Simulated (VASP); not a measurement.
Here is a VASP 6.6.1 calculation.

Contents of INCAR:

```
PREC     = Accurate       # precision mode
ENCUT    = 520            # plane-wave cutoff, eV
EDIFF    = 1E-6           # SCF threshold, eV
ISMEAR   = 0              # smearing method
SIGMA    = 0.1            # smearing width, eV
LREAL    = False          # projectors in reciprocal space
LASPH    = True           # aspherical terms in the spheres
NELM     = 100            # most SCF steps
ALGO     = Normal         # electronic algorithm
ISIF     = 2              # what is computed and relaxed
LWAVE    = False          # write WAVECAR
LCHARG   = True           # write CHGCAR
GGA      = PE             # functional
LELF     = True           # ELF
LVHAR    = True         
NBANDS   = 59             # bands
```

KPOINTS

```
regular mesh
0
Gamma
  6 6 10
```

POSCAR

```
Ge3Cl
1.0
    7.6379257641      0.0000000000      0.0000000000
   -3.8189628821      6.6146377439      0.0000000000
    0.0000000000      0.0000000000      3.7084444910
Ge Cl
6 2
Direct
    0.2902683039      0.1451341520      0.7500000000
    0.8548658480      0.1451341520      0.7500000000
    0.8548658480      0.7097316961      0.7500000000
    0.7097316961      0.8548658480      0.2500000000
    0.1451341520      0.8548658480      0.2500000000
    0.1451341520      0.2902683039      0.2500000000
    0.6666666667      0.3333333333      0.2500000000
    0.3333333333      0.6666666667      0.7500000000
```

Potentials or basis: VASP PAW PBE potentials, release 64 (Ge_d, Cl).

Launch:

```console
$ cat potpaw_PBE.64/Ge_d/POTCAR potpaw_PBE.64/Cl/POTCAR > POTCAR
$ mpirun -np 1 vasp_std > vasp.out
```

(1) Estimate the largest force.

(2) Estimate the pressure.

Results:

(1) 0.005 eV/Å.

(2) 0.0 GPa.
